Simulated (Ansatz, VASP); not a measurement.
# Two plane-wave programs on LaNb

POSCAR

```
LaNb
1.0
    0.0000000000      3.7962179300      0.0000000000
    3.7962179300      0.0000000000      0.0000000000
    1.8981094700      1.8981094700     -6.4228977300
La Nb
2 2
Direct
    0.4160000000      0.4160000000      0.1680000000
    0.1660000000      0.6660000000      0.6680000000
    0.0000000000      0.0000000000      0.0000000000
    0.7500000000      0.2500000000      0.5000000000
```

File INCAR.step1:

```
PREC = Accurate
ENCUT = 520
ISMEAR = -1
SIGMA = 0.1
LREAL = False
LASPH = True
NELM = 150
LMAXMIX = 6
LDAU = True
LDAUTYPE = 2
LDAUL = -1 2
LDAUU = 0 6
LDAUJ = 0 0
NBANDS = 32
GGA = PE
ALGO = Normal
EDIFF = 1E-4
LWAVE = True
LCHARG = False
```

The input INCAR.step2:

```
PREC = Accurate
ENCUT = 520
EDIFF = 1E-7
ISMEAR = -1
SIGMA = 0.1
LREAL = False
LASPH = True
NELM = 150
ALGO = Normal
ISIF = 2
LWAVE = False
LCHARG = False
LMAXMIX = 6
LDAU = True
LDAUTYPE = 2
LDAUL = -1 2
LDAUU = 0 6
LDAUJ = 0 0
LDAUPRINT = 1
METAGGA = R2SCAN
LMIXTAU = True
NBANDS = 32
ISTART = 1
```

File KPOINTS:

```
regular mesh
0
Gamma
  5 5 5
```

Input for Ansatz:

```yaml
crystal:
  lattice:
    - [0.0, 3.79621793, 0.0]
    - [3.79621793, 0.0, 0.0]
    - [1.89810947, 1.89810947, -6.42289773]
  atoms:
    - { symbol: La, position: [0.416, 0.416, 0.168] }
    - { symbol: La, position: [0.166, 0.666, 0.668] }
    - { symbol: Nb, position: [0.0, 0.0, 0.0] }
    - { symbol: Nb, position: [0.75, 0.25, 0.5] }
  symmetry: { tolerance: 0.0003 }
kpoints:
  mp_grid: { grid: [5, 5, 5], shift: [0, 0, 0] }
magnetization:
  spin_polarized: false
scf:
  occupations: { method: fermi_dirac }
hamiltonian:
  pseudopotentials: { kind: paw }
  xc: r2scan
  hubbard: { sites: [{ species: Nb, l: d, u_eff: 6.0 }], double_counting: fll }
basis:
  ecutwfc: "800 eV"
output:
  forces: true
  stress: true
  eigenvalues: true
  write_density: true
  write_potential: true
  elf: true
  volumetric_format: npy
```

Alike in both runs: task single point; functional r2SCAN; k mesh 5 × 5 × 5; no spin polarisation; Hubbard terms Nb d U = 6.0 eV.

```csv
,VASP,Ansatz
version,VASP 6.6.1,Ansatz 0.2.0
potentials or method,"VASP PAW PBE potentials, release 64 (La, Nb_sv), cutoff 520 eV",PAW plane waves
occupations,"fermi-dirac, width 0.1 eV",fermi-dirac
valence electrons in the cell,48,48
```

```tsv
	VASP	Ansatz	Ansatz less VASP
gap on the k mesh at the Fermi level (eV)	none	none	-
pressure (GPa)	15.1	20.4	+5.33
traceless stress, the component that is largest in VASP (GPa)	-8.64	-6.49	+2.151
rms of the force components (eV/Å)	0.013	0.145	+0.1317
```

VASP's potentials were made for PBE, not for r2SCAN. The programs project onto different local orbitals, so the same U acts differently, and such runs can settle in different states. Atom by atom the forces differ by 0.132 eV/Å (rms over components). A gap of «none» marks a metal or a gap that the smearing closes. Ansatz's warnings: filled band counts differ across k points, structure snapped to symmetry.

Spin-orbit coupling is off throughout.
